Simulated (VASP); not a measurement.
# AlN in VASP: a series of runs

AlN is run at these levels: LDA; tasks: single point.

Program: VASP 6.6.1. These are calculated values, not measurements. Logs are shortened: lines on timing, memory, paths and dates and some standing lists are left out, and cuts for length are marked.

## Step 1: The cell of the first run

Symmetry: Fm-3m, No. 225, cubic system. Conventional cell: a = 4.111 Å, b = 4.111 Å, c = 4.111 Å, α = 90.00°, β = 90.00°, γ = 90.00°. Within 2.7 Å of Al (site symmetry m-3m) lie 6 N at 2.06 Å. N (site symmetry m-3m) has 6 Al at 2.06 Å within 2.7 Å.

## Step 2: Single point, LDA (the cell strained)

INCAR

```
SYSTEM = AlN
ALGO = Normal ; EDIFF = 1E-7
ENCUT = 520 ; ISIF = 2
ISMEAR = 0 ; LASPH = .True.
LCHARG = .False. ; LREAL = .False.
LWAVE = .False. ; NBANDS = 16
NELM = 80 ; PREC = Accurate
SIGMA = 0.05
```

KPOINTS

```
k-points
0
Gamma
  8 8 6
  0 0 0
```

POSCAR

```
AlN
1.0
    0.0000000000     -2.0556581276     -2.0556581276
    0.0000000000      2.0556581276     -2.0556581276
    4.1113162551      0.0000000000      0.0000000000
Al N
2 2
Direct
    0.5000000000      0.5000000000      0.0000000000
    0.0000000000      0.0000000000      0.5000000000
    0.5000000000      0.5000000000      0.5000000000
    0.0000000000      1.0000000000      0.0000000000
```

Potentials or basis: VASP PAW LDA potentials, release 64 (Al, N).

On the command line:

```sh
$ cat potpaw_LDA.64/Al/POTCAR potpaw_LDA.64/N/POTCAR > POTCAR
$ mpirun -np 1 vasp_std > vasp.out
```

OUTCAR:

```text
SYSTEM = AlN
   EDIFF = 1E-7
   ENCUT = 520
   ISIF = 2
   ISMEAR = 0
   LASPH = .True.
   LREAL = .False.
   NELM = 80
   PREC = Accurate

 ion  position               nearest neighbor table
   1  0.500  0.500  0.000-   3 2.06   3 2.06   4 2.06   4 2.06   4 2.06   4 2.06   2 2.91   2 2.91
                             2 2.91   2 2.91   2 2.91   2 2.91   2 2.91   2 2.91
   2  0.000  0.000  0.500-   4 2.06   4 2.06   3 2.06   3 2.06   3 2.06   3 2.06   1 2.91   1 2.91
                             1 2.91   1 2.91   1 2.91   1 2.91   1 2.91   1 2.91
   3  0.500  0.500  0.500-   1 2.06   1 2.06   2 2.06   2 2.06   2 2.06   2 2.06
   4  0.000  0.000  0.000-   2 2.06   2 2.06   1 2.06   1 2.06   1 2.06   1 2.06

  LATTYP: Found a simple tetragonal cell.
 ALAT       =     2.9071396037
 C/A-ratio  =     1.4142135623

  Lattice vectors:

 A1 = (   0.0000000000,  -2.0556581276,  -2.0556581276)
 A2 = (   0.0000000000,   2.0556581276,  -2.0556581276)
 A3 = (   4.1113162551,   0.0000000000,   0.0000000000)

Analysis of symmetry for initial positions (statically):
=====================================================================
 Subroutine PRICEL returns following result:

  LATTYP: Found a face centered cubic cell.
 ALAT       =     4.1113162552

  Lattice vectors:

 A1 = (  -2.0556581276,   0.0000000000,   2.0556581276)
 A2 = (  -2.0556581276,  -2.0556581276,   0.0000000000)
 A3 = (   0.0000000000,  -2.0556581276,   2.0556581276)

   2 primitive cells build up your supercell.

 Routine SETGRP: Setting up the symmetry group for a
 simple tetragonal supercell.

 Subroutine GETGRP returns: Found 16 space group operations
 (whereof 16 operations were pure point group operations)
 out of a pool of 16 trial point group operations.

The static configuration has the point symmetry D_4h.

Analysis of symmetry for dynamics (positions and initial velocities):
=====================================================================
 Subroutine PRICEL returns following result:

  LATTYP: Found a face centered cubic cell.
 ALAT       =     4.1113162552

  Lattice vectors:

 A1 = (  -2.0556581276,   0.0000000000,   2.0556581276)
 A2 = (  -2.0556581276,  -2.0556581276,   0.0000000000)
 A3 = (   0.0000000000,  -2.0556581276,   2.0556581276)

   2 primitive cells build up your supercell.

 Routine SETGRP: Setting up the symmetry group for a
 simple tetragonal supercell.

 Subroutine GETGRP returns: Found 16 space group operations
 (whereof 16 operations were pure point group operations)
 out of a pool of 16 trial point group operations.

The dynamic configuration has the point symmetry D_4h.

 Subroutine INISYM returns: Found 16 space group operations
 (whereof 16 operations are pure point group operations),
 and found     2 'primitive' translations

----------------------------------------------------------------------------------------

                                     Primitive cell

  volume of cell :      17.3733

  direct lattice vectors                    reciprocal lattice vectors
    -2.055658128  0.000000000  2.055658128    -0.243231106  0.243231106  0.243231106
    -2.055658128 -2.055658128  0.000000000    -0.243231106 -0.243231106 -0.243231106
     0.000000000 -2.055658128  2.055658128     0.243231106 -0.243231106  0.243231106

  length of vectors
     2.907139604  2.907139604  2.907139604     0.421288634  0.421288634  0.421288634

  position of ions in fractional coordinates (direct lattice)
     0.500000000  0.500000000  0.500000000
     0.000000000  0.000000000  1.000000000

  ion indices of the primitive-cell ions
   primitive index   ion index
                 1           1
                 2           3

----------------------------------------------------------------------------------------

 KPOINTS: k-points

Automatic generation of k-mesh.
 Grid dimensions read from file:
 generate k-points for:    8    8    6

 Generating k-lattice:

  Cartesian coordinates                     Fractional coordinates (reciprocal lattice)
     0.000000000 -0.030403888 -0.030403888     0.125000000  0.000000000  0.000000000
     0.000000000  0.030403888 -0.030403888     0.000000000  0.125000000  0.000000000
     0.040538518  0.000000000  0.000000000     0.000000000  0.000000000  0.166666667

  Length of vectors
     0.042997591  0.042997591  0.040538518

  Shift w.r.t. Gamma in fractional coordinates (k-lattice)
     0.000000000  0.000000000  0.000000000

 Subroutine IBZKPT returns following result:
 ===========================================

 Found     60 irreducible k-points:

 Following reciprocal coordinates:
            Coordinates               Weight
  0.000000  0.000000  0.000000      1.000000
  0.125000  0.000000  0.000000      4.000000
  0.250000  0.000000  0.000000      4.000000
  0.375000  0.000000  0.000000      4.000000
  0.500000  0.000000  0.000000      2.000000
  0.125000  0.125000  0.000000      4.000000
[... 16 lines left out ...]
  0.375000  0.125000  0.166667     16.000000
  0.500000  0.125000  0.166667      8.000000
 [... further k-points ...]
   k-points           NKPTS =     60   k-points in BZ     NKDIM =     60   number of bands    NBANDS=     16
   number of dos      NEDOS =    301   number of ions     NIONS =      4
   total plane-waves  NPLWV =  18432
   dimension x,y,z NGX =    24 NGY =   24 NGZ =   32
   dimension x,y,z NGXF=    48 NGYF=   48 NGZF=   64
   ions per type =               2   2
   NGX,Y,Z   is equivalent  to a cutoff of  13.72, 13.72, 12.94 a.u.
   NGXF,Y,Z  is equivalent  to a cutoff of  27.45, 27.45, 25.88 a.u.
 SYSTEM =  AlN
   PREC   = accura    normal or accurate (medium, high low for compatibility)
   ISTART =      0    job   : 0-new  1-cont  2-samecut
   ICHARG =      2    charge: 1-file 2-atom 10-const
   ISPIN  =      1    spin polarized calculation?
   LNONCOLLINEAR =      F non collinear calculations
   LSORBIT =      F    spin-orbit coupling
   LASPH  =      T    aspherical Exc in radial PAW
   ENCUT  =  520.0 eV  38.22 Ry    6.18 a.u.   5.41  5.41  7.64*2*pi/ulx,y,z
   NELM   =     80;   NELMIN=  2; NELMDL= -5     # of ELM steps
   EDIFF  = 0.1E-06   stopping-criterion for ELM
   LREAL  =      F    real-space projection
   EDIFFG = 0.1E-05   stopping-criterion for IOM
   NSW    =      0    number of steps for IOM
   IBRION =     -1    ionic relax: 0-MD 1-quasi-New 2-CG
   NFREE  =      0    steps in history (QN), initial steepest desc. (CG)
   ISIF   =      2    stress and relaxation
   ISYM   =      2    0-nonsym 1-usesym 2-fastsym
   POTIM  = 0.5000    time-step for ionic-motion
   TEBEG  =    0.0;   TEEND  =   0.0 temperature during run
   PSTRESS=    0.0 pullay stress
   NELECT =      16.0000    total number of electrons
   NUPDOWN=      -1.0000    fix difference up-down
   EMIN   =  10.00;   EMAX   =-10.00  energy-range for DOS
   EFERMI =   0.00;   METHOD = LEGACY
   ISMEAR =     0;   SIGMA  =   0.05  broadening in eV -4-tet -1-fermi 0-gaus
   EFERMI_NEDOS =   21; number of points for ismear=-14 and -15
   IALGO  =     38    algorithm
   IMIX   =      4    mixing-type and parameters
     AMIX     =   0.40;   BMIX     =  1.00
     AMIX_MAG =   1.60;   BMIX_MAG =  1.00
  volume/ion in A,a.u.               =       8.69        58.62
  Fermi-wavevector in a.u.,A,eV,Ry     =   1.264185  2.388963 21.744335  1.598164
  Thomas-Fermi vector in A             =   2.397503
   LORBIT       =      0    0 simple, 1 ext, 2 COOP (PROOUT), +10 PAW based schemes
   GGA     = CA    functional components
   LHFCALC =     F    Hartree Fock is set to
   AEXX    =    0.0000 exact exchange contribution
   IVDW    =     0    specifies the selected vdW correction
   LEPSILON=     F    determine dielectric tensor
   LRPA    =     F    only Hartree local field effects (RPA)
 non-spin polarized calculation
 Gauss-broadening in eV      SIGMA  =   0.05
  energy-cutoff  :      520.00
  volume of cell :       34.75
 maximum number of plane-waves:       960
 NGX is ok and might be reduce to    24
   NGX = 11   NGY = 11   NGZ = 15

 number of electron      16.0000000 magnetization

 Free energy of the ion-electron system (eV)
  ---------------------------------------------------
  ext. energy  EPLUGINS =         0.00000000
  ---------------------------------------------------
  free energy    TOTEN  =       -32.32527581 eV

  energy without entropy =      -32.32527581  energy(sigma->0) =      -32.32527581

 E-fermi :   9.3276     XC(G=0): -12.3412

 val. band max:        9.0733534409   @ k =   0.0000   0.0000   0.0000
 cond. band min:      13.0653484084   @ k =   0.0000   0.0000   0.0000
 fundamental gap:      3.9919949675
 Fermi energy:         9.3276388143

 k-point     1 :       0.0000    0.0000    0.0000
  band No.  band energies     occupation
      1      -7.8869      2.00000
      2      -3.8027      2.00000
      3       1.9923      2.00000
      4       6.3877      2.00000
      5       6.3877      2.00000
      6       9.0733      2.00000
[... 8 lines left out ...]
     15      22.3696      0.00000
     16      25.2951      0.00000

 k-point     2 :       0.1250    0.0000    0.0000
  band No.  band energies     occupation
      1      -7.6811      2.00000
      2      -3.7669      2.00000
      3       2.2021      2.00000
      4       5.3920      2.00000
      5       6.5166      2.00000
      6       8.1259      2.00000
[... 8 lines left out ...]
     15      22.0649      0.00000
     16      23.9154      0.00000

 k-point     3 :       0.2500    0.0000    0.0000
  band No.  band energies     occupation
      1      -7.0820      2.00000
      2      -3.7824      2.00000
      3       2.8219      2.00000
      4       3.7943      2.00000
      5       6.3087      2.00000
      6       6.8837      2.00000
[... 8 lines left out ...]
     15      22.0079      0.00000
     16      22.0234      0.00000
[... 362 lines left out ...]
 k-point    23 :       0.3750    0.1250    0.1667
  band No.  band energies     occupation
      1      -5.8408      2.00000
      2      -4.1538      2.00000
      3       2.2553      2.00000
      4       3.7714      2.00000
      5       4.9600      2.00000
      6       6.9200      2.00000
[... 8 lines left out ...]
     15      21.4510      0.00000
     16      21.5579      0.00000

 k-point    24 :       0.5000    0.1250    0.1667
  band No.  band energies     occupation
      1      -4.8582      2.00000
      2      -4.8582      2.00000
      3       2.5684      2.00000
      4       2.5684      2.00000
      5       6.0191      2.00000
      6       6.0191      2.00000
[... 8 lines left out ...]
     15      21.4000      0.00000
     16      21.4000      0.00000

 [... further k-points ...]

------------------------ aborting loop because EDIFF is reached ----------------------------------------

  FORCE on cell =-STRESS in cart. coord.  units (eV):
  Direction    XX          YY          ZZ          XY          YZ          ZX
  --------------------------------------------------------------------------------------
  -------------------------------------------------------------------------------------
  Total       -3.7434426     -3.7411483     -3.7411483     -0.0000000      0.0000000      0.0000000
  in kB     -172.6112510   -172.5054596   -172.5054596     -0.0000000      0.0000000      0.0000000
  external PRESSURE =    -172.5407234 kB  Pullay stress =       0.0000000 kB

 VOLUME and BASIS-vectors are now :
 -----------------------------------------------------------------------------
  energy-cutoff  :      520.00
  volume of cell :       34.75
      direct lattice vectors                 reciprocal lattice vectors
     0.000000000 -2.055658128 -2.055658128     0.000000000 -0.243231106 -0.243231106
     0.000000000  2.055658128 -2.055658128     0.000000000  0.243231106 -0.243231106
     4.111316255  0.000000000  0.000000000     0.243231106  0.000000000  0.000000000

 POSITION                                       TOTAL-FORCE (eV/Angst)
 -----------------------------------------------------------------------------------
      0.00000      0.00000     -2.05566        -0.000000     -0.000000     -0.000000
      2.05566      0.00000      0.00000         0.000000     -0.000000     -0.000000
      2.05566      0.00000     -2.05566        -0.000000     -0.000000      0.000000
      0.00000      0.00000      0.00000         0.000000      0.000000      0.000000
 -----------------------------------------------------------------------------------
    total drift:                               -0.000000      0.000000     -0.000000

  FREE ENERGIE OF THE ION-ELECTRON SYSTEM (eV)
  ---------------------------------------------------
  free  energy   TOTEN  =       -32.3252758097 eV

  energy  without entropy=      -32.3252758097  energy(sigma->0) =      -32.32527581
```

Wall time 14 s (1 thread of Intel Xeon Platinum 8488C (Sapphire Rapids), shared host); peak memory 0.15 GiB.

What came out:

| Quantity | Value |
| --- | --- |
| Free energy | -32.3253 eV |
| Pressure | -17.3 GPa |
| Band gap on the k mesh | 3.99 eV |

Levels at points of the mesh, in eV from the valence-band top:
| k point | band 4 | band 5 | band 6 | band 7 | band 8 | band 9 | band 10 | band 11 | band 12 | band 13 |
| --- | --- | --- | --- | --- | --- | --- | --- | --- | --- | --- |
| (0.00, 0.00, 0.00) | -2.69 | -2.69 | 0.00 | 0.00 | 0.00 | 3.99 | 5.07 | 5.28 | 11.87 | 11.87 |
| (0.50, 0.00, 0.00) | -5.76 | -3.96 | -3.96 | -1.05 | -1.05 | 7.90 | 7.90 | 9.79 | 9.79 | 10.18 |
| (0.50, 0.50, 0.00) | -7.08 | -2.69 | -2.69 | -2.69 | -2.69 | 3.99 | 3.99 | 5.28 | 5.28 | 13.30 |
| (0.00, 0.00, 0.50) | -3.70 | -1.56 | -1.56 | -1.56 | -1.56 | 7.06 | 7.06 | 7.38 | 7.38 | 10.55 |
| (0.50, 0.00, 0.50) | -8.03 | -0.99 | -0.99 | -0.99 | -0.99 | 5.81 | 5.81 | 10.41 | 10.41 | 10.41 |
| (0.50, 0.50, 0.50) | -5.46 | -5.46 | -5.46 | -3.82 | -3.82 | 7.42 | 7.42 | 10.34 | 10.34 | 10.34 |

Caveat: the cell differs from its parent crystal (the cell strained); the cell stands under tension. A k mesh can miss the band edges.

## Step 3: Single point, LDA (atoms displaced along a vibrational mode, the cell strained)

INCAR

```
SYSTEM = AlN
PREC = Accurate ; ENCUT = 520
EDIFF = 1E-6 ; ISMEAR = 0
SIGMA = 0.05 ; LREAL = .FALSE.
LASPH = .TRUE. ; NELM = 100
ALGO = Normal ; ISIF = 2
LWAVE = .FALSE. ; LCHARG = .FALSE.
NBANDS = 16
```

KPOINTS

```
regular mesh
0
G
  8 8 6
  0 0 0
```

POSCAR

```
AlN
1.0
    0.0000000000     -1.9553821214     -1.9553821214
    0.0000000000      1.9553821214     -1.9553821214
    3.9107642427      0.0000000000      0.0000000000
Al N
2 2
Direct
    0.5055845862      0.4944154138      0.0000000000
   -0.0055845862      0.0055845862      0.5000000000
    0.4977127899      0.5022872101      0.5000000000
    0.0022872101      0.9977127899      0.0000000000
```

Potentials or basis: VASP PAW LDA potentials, release 64 (Al, N).

On the command line:

```sh
$ cat potpaw_LDA.64/Al/POTCAR potpaw_LDA.64/N/POTCAR > POTCAR
$ mpirun -np 1 vasp_std > vasp.out
```

Wall time 15 s (1 thread of Intel Xeon Platinum 8488C (Sapphire Rapids), shared host); peak memory 0.15 GiB.

It converged, with:

```yaml
Free_energy: -32.2721 eV
Pressure: 25.4 GPa
Largest_force: 0.307 eV/Å
Band_gap_on_the_k_mesh: 4.99 eV
```

Forces on the atoms (eV/Å):
```
Al   0.000  0.307  0.000
Al   0.000 -0.307  0.000
N    0.000 -0.014  0.000
N    0.000  0.014  0.000
```

Stress tensor (GPa, compression positive):
```
25.39  0.00  0.00
 0.00 25.47  0.00
 0.00  0.00 25.29
```

Levels at points of the mesh, in eV from the valence-band top:
| k point | band 4 | band 5 | band 6 | band 7 | band 8 | band 9 | band 10 | band 11 | band 12 | band 13 |
| --- | --- | --- | --- | --- | --- | --- | --- | --- | --- | --- |
| (0.00, 0.00, 0.00) | -3.08 | -3.08 | 0.00 | 0.00 | 0.00 | 4.99 | 5.46 | 7.29 | 12.31 | 12.32 |
| (0.50, 0.00, 0.00) | -6.29 | -4.63 | -4.61 | -1.34 | -1.32 | 8.97 | 9.08 | 10.92 | 11.12 | 11.77 |
| (0.50, 0.50, 0.00) | -8.11 | -3.08 | -3.08 | -3.08 | -3.08 | 4.99 | 4.99 | 5.46 | 5.46 | 15.14 |
| (0.00, 0.00, 0.50) | -3.96 | -1.81 | -1.81 | -1.81 | -1.81 | 7.32 | 7.32 | 8.84 | 8.84 | 12.22 |
| (0.50, 0.00, 0.50) | -9.01 | -1.28 | -1.28 | -1.28 | -1.28 | 6.77 | 6.77 | 11.63 | 11.63 | 11.63 |
| (0.50, 0.50, 0.50) | -6.31 | -6.31 | -6.31 | -4.22 | -4.22 | 9.01 | 9.01 | 11.15 | 11.15 | 11.15 |

Caveat: the cell differs from its parent crystal (atoms displaced along a vibrational mode, the cell strained); the cell stands under pressure. A k mesh can miss the band edges.

## Step 4: Single point, LDA (atoms displaced along a vibrational mode, the cell strained)

INCAR

```
SYSTEM = AlN
  PREC = Accurate
  ENCUT = 520
  EDIFF = 1E-6
  ISMEAR = 0
  SIGMA = 0.05
  LREAL = .False.
  LASPH = .True.
  NELM = 80
  ALGO = Normal
  ISIF = 2
  LWAVE = .False.
  LCHARG = .True.
  GGA = CA
  LELF = .True.
  LVHAR = .True.
  NBANDS = 16
```

KPOINTS

```
regular mesh
0
Gamma
  8 8 6
  0 0 0
```

POSCAR

```
AlN
1.0
    0.0000000000     -1.9553821214     -1.9553821214
    0.0000000000      1.9553821214     -1.9553821214
    3.9107642427      0.0000000000      0.0000000000
Al N
2 2
Direct
    0.5111691724      0.4888308276      0.0000000000
   -0.0111691724      0.0111691724      0.5000000000
    0.4954255797      0.5045744203      0.5000000000
    0.0045744203      0.9954255797      0.0000000000
```

On the command line:

```sh
$ cat potpaw_LDA.64/Al/POTCAR potpaw_LDA.64/N/POTCAR > POTCAR
$ mpirun -np 1 vasp_std > vasp.out
```

Run time: 18 s. Hardware: 1 thread of Intel Xeon Platinum 8488C (Sapphire Rapids), shared host; peak memory 0.15 GiB.

Results (log left out):

```
Free energy            : -32.2516 eV
Pressure               : 25.5 GPa
Largest force          : 0.615 eV/Å
Band gap on the k mesh : 4.98 eV
```

Forces in eV/Å, atoms in the order of the input:
```
Al   0.000  0.615  0.000
Al   0.000 -0.615  0.000
N    0.000 -0.027  0.000
N    0.000  0.027  0.000
```

Stress tensor (GPa, compression positive):
```
25.60  0.00  0.00
 0.00 25.87  0.00
 0.00  0.00 25.16
```

Levels at points of the mesh, in eV from the valence-band top:
```
           k point  band 5  band 6  band 7  band 8  band 9  band 10  band 11  band 12
(0.00, 0.00, 0.00)   -3.08   -0.01    0.00    0.00    4.99     5.46     7.28    12.26
(0.50, 0.00, 0.00)   -4.63   -4.60   -1.35   -1.31    8.91     9.12    10.81    11.21
(0.50, 0.50, 0.00)   -3.08   -3.08   -3.08   -3.08    4.98     4.99     5.45     5.46
(0.00, 0.00, 0.50)   -1.81   -1.81   -1.81   -1.81    7.31     7.31     8.83     8.83
(0.50, 0.00, 0.50)   -1.28   -1.28   -1.28   -1.28    6.76     6.76    11.61    11.61
(0.50, 0.50, 0.50)   -6.31   -6.31   -4.22   -4.22    9.00     9.00    11.14    11.14
```

Caveat: the cell differs from its parent crystal (atoms displaced along a vibrational mode, the cell strained); the cell stands under pressure. A k mesh can miss the band edges.

## Step 5: Summary

```tsv
cell	gap on the mesh (eV)	pressure (GPa)	largest force (eV/Å)
a = 2.907, b = 2.907, c = 4.111 Å, 4 atoms, atomic positions A	3.99	-17.3	-
a = 2.765, b = 2.765, c = 3.911 Å, 4 atoms, atomic positions B	4.99	25.4	0.31
a = 2.765, b = 2.765, c = 3.911 Å, 4 atoms, atomic positions C	4.98	25.5	0.62
```

Alike in all rows: task single point; level LDA; potentials or basis VASP PAW LDA potentials, release 64 (Al, N); no spin polarisation; k mesh 8 × 8 × 6; cutoff (eV) 520; smearing gaussian 0.05 eV.

Caveats: the cell stands under pressure (at least some runs); the cell stands under tension (at least some runs).

Absolute energies hang on the potentials; compare differences alone.
